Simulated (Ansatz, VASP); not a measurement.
## CdSe: VASP beside Ansatz

The input INCAR:

```
  PREC = Accurate
  ENCUT = 520
  EDIFF = 1E-6
  ISMEAR = 0
  SIGMA = 0.024
  LREAL = False
  LASPH = True
  NELM = 100
  ALGO = Normal
  ISIF = 2
  LWAVE = False
  LCHARG = False
  GGA = PE
  NBANDS = 16
```

The input KPOINTS:

```
Automatic mesh
0
Gamma
  8 8 8
```

File POSCAR:

```
CdSe
1.0
    0.0000000000      3.0702711986      3.0702711986
    3.0702711986      0.0000000000      3.0702711986
    3.0702711986      3.0702711986      0.0000000000
Cd Se
1 1
Direct
    0.0000000000      0.0000000000      0.0000000000
    0.2500000000      0.2500000000      0.2500000000
```

File input.yaml:

```yaml
crystal:
  lattice:
    - [0.0, 3.0702711986, 3.0702711986]
    - [3.0702711986, 0.0, 3.0702711986]
    - [3.0702711986, 3.0702711986, 0.0]
  atoms:
    - { symbol: Cd, position: [0.0, 0.0, 0.0] }
    - { symbol: Se, position: [0.25, 0.25, 0.25] }
kpoints:
  mp_grid: { grid: [8, 8, 8] }
scf:
  occupations: { method: gaussian, width: 0.024 }
hamiltonian:
  xc: pbe
  pseudopotentials: { kind: all_electron, lapw: { basis_error: 0.001 } }
output:
  forces: true
  stress: true
  eigenvalues: true
```

Alike in both runs: task single point; functional PBE; k mesh 8 × 8 × 8; occupations gaussian, width 0.024 eV; no spin polarisation.

|  | VASP | Ansatz |
| --- | --- | --- |
| version | VASP 6.6.1 | Ansatz 0.2.0 |
| potentials or method | VASP PAW PBE potentials, release 64 (Cd, Se), cutoff 520 eV | all-electron LAPW, scalar-relativistic |

Ansatz gave:

```
gap on the k mesh at the Fermi level (eV) : 0.55
least direct gap on the mesh (eV)         : 0.55
pressure (GPa)                            : 1.3
```

Q: Estimate VASP's values.

A: gap on the k mesh at the Fermi level (eV): 0.55; least direct gap on the mesh (eV): 0.55; pressure (GPa): 1.6.

Ansatz ran all-electron here, and VASP with PAW potentials.
